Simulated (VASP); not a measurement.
# AlNi3 (I4mm) in VASP: a series of runs, part 4 of 4

VASP 6.6.1.

### 6 Single point, PBEsol (atom 3 (Ni) moved +0.540 Å towards its neighbour atom 1 (Al) at 2.798 Å)

Input file INCAR:

```
PREC = Accurate ; ENCUT = 520
EDIFF = 1E-7 ; ISMEAR = 0
SIGMA = 0.15 ; LREAL = False
LASPH = True ; NELM = 60
ALGO = Fast ; ISIF = 2
LWAVE = False ; LCHARG = False
GGA = PS ; NBANDS = 24
```

Input file KPOINTS:

```
regular mesh
0
Gamma
  14 14 14
```

Input file POSCAR:

```
AlNi3
1.0
    0.0000000000      2.7984078565      2.7984078565
    2.7984078565      0.0000000000      2.7984078565
    2.7984078565      2.7984078565      0.0000000000
Al Ni
1 3
Direct
    0.5000000000      0.5000000000      0.5000000000
    0.2500000000      0.2500000000      0.2500000000
   -0.0964834341     -0.0964834341      0.0964834341
    0.7500000000      0.7500000000      0.7500000000
```

Potentials or basis: VASP PAW PBE potentials, release 64 (Al, Ni).

Started as:

```bash
$ cat potpaw_PBE.64/Al/POTCAR potpaw_PBE.64/Ni/POTCAR > POTCAR
$ mpirun -np 1 vasp_std > vasp.out
```

OUTCAR:

```text
PREC = Accurate
   ENCUT = 520
   EDIFF = 1E-7
   ISMEAR = 0
   LREAL = False
   LASPH = True
   NELM = 60
   ISIF = 2
   GGA = PS

 ion  position               nearest neighbor table
   1  0.500  0.500  0.500-   3 2.26   2 2.42   2 2.42   2 2.42   2 2.42   4 2.42   4 2.42   4 2.42
                             4 2.42   3 2.85   3 2.85   3 2.85   3 2.85
   2  0.250  0.250  0.250-   3 2.16   3 2.16   1 2.42   1 2.42   1 2.42   1 2.42   3 2.77   3 2.77
                             4 2.80   4 2.80   4 2.80   4 2.80   4 2.80   4 2.80
   3  0.904  0.904  0.096-   4 2.16   4 2.16   2 2.16   2 2.16   1 2.26   2 2.77   2 2.77   4 2.77
                             4 2.77   1 2.85   1 2.85   1 2.85   1 2.85
[... 854 lines left out ...]
  -------------------------------------------------------------------------------------
  Total        5.6601112      5.6601112      3.4748468      0.0000000      0.0000000     -0.0000000
  in kB      206.9057274    206.9057274    127.0232500      0.0000000      0.0000000     -0.0000000
  external PRESSURE =     180.2782350 kB  Pullay stress =       0.0000000 kB

 VOLUME and BASIS-vectors are now :
 -----------------------------------------------------------------------------
  energy-cutoff  :      520.00
  volume of cell :       43.83
      direct lattice vectors                 reciprocal lattice vectors
     0.000000000  2.798407856  2.798407856    -0.178673026  0.178673026  0.178673026
     2.798407856  0.000000000  2.798407856     0.178673026 -0.178673026  0.178673026
     2.798407856  2.798407856  0.000000000     0.178673026  0.178673026 -0.178673026

 POSITION                                       TOTAL-FORCE (eV/Angst)
 -----------------------------------------------------------------------------------
      2.79841      2.79841      2.79841         0.000000      0.000000     -1.679151
      1.39920      1.39920      1.39920         0.000000      0.000000     -1.940432
      2.79841      2.79841      5.05682         0.000000      0.000000      5.560015
      4.19761      4.19761      4.19761        -0.000000     -0.000000     -1.940432
 -----------------------------------------------------------------------------------
    total drift:                               -0.000000     -0.000000      0.000104

  FREE ENERGIE OF THE ION-ELECTRON SYSTEM (eV)
  ---------------------------------------------------
  free  energy   TOTEN  =       -22.6489322359 eV

  energy  without entropy=      -22.6097953626  energy(sigma->0) =      -22.62936380
```

OSZICAR:

```text
N       E                     dE             d eps       ncg     rms          rms(c)
DAV:   1     0.180488730787E+03    0.18049E+03   -0.13764E+04 11712   0.174E+03
DAV:   2    -0.179936077492E+02   -0.19848E+03   -0.18674E+03 11728   0.319E+02
DAV:   3    -0.263029296238E+02   -0.83093E+01   -0.79735E+01 14128   0.900E+01
DAV:   4    -0.264185085992E+02   -0.11558E+00   -0.11552E+00 13832   0.933E+00
DAV:   5    -0.264224946376E+02   -0.39860E-02   -0.39860E-02 15416   0.159E+00    0.204E+01
RMM:   6    -0.260784865933E+02    0.34401E+00   -0.36293E+01 12748   0.711E+01    0.173E+01
RMM:   7    -0.227588265595E+02    0.33197E+01   -0.10449E+01 11965   0.406E+01    0.451E+00
RMM:   8    -0.229302250951E+02   -0.17140E+00   -0.40621E-01 12675   0.612E+00    0.664E+00
RMM:   9    -0.226581369579E+02    0.27209E+00   -0.28232E-01 12609   0.605E+00    0.883E-01
RMM:  10    -0.226494144903E+02    0.87225E-02   -0.25457E-02 13295   0.136E+00    0.348E-01
RMM:  11    -0.226489077267E+02    0.50676E-03   -0.78206E-03 14287   0.791E-01    0.190E-01
RMM:  12    -0.226488824214E+02    0.25305E-04   -0.19239E-03 14671   0.414E-01    0.871E-02
RMM:  13    -0.226489218420E+02   -0.39421E-04   -0.53486E-04 15817   0.151E-01    0.246E-02
RMM:  14    -0.226489300791E+02   -0.82370E-05   -0.10042E-04 15861   0.701E-02    0.111E-02
RMM:  15    -0.226489319588E+02   -0.18798E-05   -0.22122E-05 16323   0.268E-02    0.779E-03
RMM:  16    -0.226489324109E+02   -0.45204E-06   -0.30946E-06 15907   0.103E-02    0.435E-03
RMM:  17    -0.226489322232E+02    0.18767E-06   -0.32931E-07 10024   0.510E-03    0.121E-03
RMM:  18    -0.226489322359E+02   -0.12713E-07   -0.91212E-08  7489   0.258E-03
   1 F= -.22648932E+02 E0= -.22629364E+02  d E =-.391369E-01
```

stdout:

```text
POSCAR found type information on POSCAR AlNi
 POSCAR found :  2 types and       4 ions
 scaLAPACK will be used
 -----------------------------------------------------------------------------
|                                                                             |
|                                                                             |
|     You enforced a specific xc type in the INCAR file but a different       |
|     I HOPE YOU KNOW WHAT YOU ARE DOING!                                     |
|                                                                             |
 -----------------------------------------------------------------------------

 LDA part: xc-table for (Slater+PW92), standard interpolation
 POSCAR, INCAR and KPOINTS ok, starting setup
 FFT: planning ... GRIDC
 FFT: planning ... GRID_SOFT
 FFT: planning ... GRID
 WAVECAR not read
 entering main loop
```

Wall time 2.6 min (1 thread of Intel Xeon 6975P-C (Granite Rapids), shared host); peak memory 0.33 GiB.

What came out:

* Free energy: -22.6489 eV
* Pressure: 18.0 GPa
* Largest force: 5.560 eV/Å
* Band gap on the k mesh: zero (an odd number of electrons rules out a gap without spin polarisation)

Forces on the atoms (eV/Å):
```
Al   0.000  0.000 -1.679
Ni   0.000  0.000 -1.940
Ni   0.000  0.000  5.560
Ni   0.000  0.000 -1.940
```

Caveat: the cell differs from its parent crystal (atom 3 (Ni) moved +0.540 Å towards its neighbour atom 1 (Al) at 2.798 Å); the stress differs along the axes, from 13 to 21 GPa; the PAW data sets were made with another functional, which shifts forces and pressure a little. Spin polarisation is off, so any magnetic state and its effect on volume and gap are missing.

### 7 Overview

| cell | further INCAR settings | gap on the mesh (eV) | pressure (GPa) | largest force (eV/Å) |
| --- | --- | --- | --- | --- |
| as given, atomic positions A | ALGO = Fast; EDIFF = 1e-06; NBANDS = 24 | none | 22.1 | 6.26 |
| as given, atomic positions B | ALGO = Fast; EDIFF = 1e-07; NBANDS = 24 | none | 14.3 | 4.88 |
| as given, atomic positions C | ALGO = Fast; EDIFF = 1e-06; NBANDS = 24 | none | 7.9 | 3.55 |
| as given, atomic positions D | ALGO = Fast; EDIFF = 1e-07; NBANDS = 24 | none | 3.6 | 2.28 |
| as given, atomic positions E | ALGO = Fast; EDIFF = 1e-07; NBANDS = 24 | none | 18.0 | 5.56 |

Alike in all rows: task single point; level PBEsol; potentials or basis VASP PAW PBE potentials, release 64 (Al, Ni); no spin polarisation; k mesh 14 × 14 × 14; cutoff (eV) 520; smearing gaussian 0.15 eV.

Caveats: the PAW data sets were made with another functional, which shifts forces and pressure a little; the cell stands under pressure (at least some runs); the stress differs along the axes, from 16 to 25 GPa (at least some runs); the stress differs along the axes, from 10 to 16 GPa (at least some runs); the stress differs along the axes, from 13 to 21 GPa (at least some runs).

Absolute energies hang on the potentials; compare differences alone.
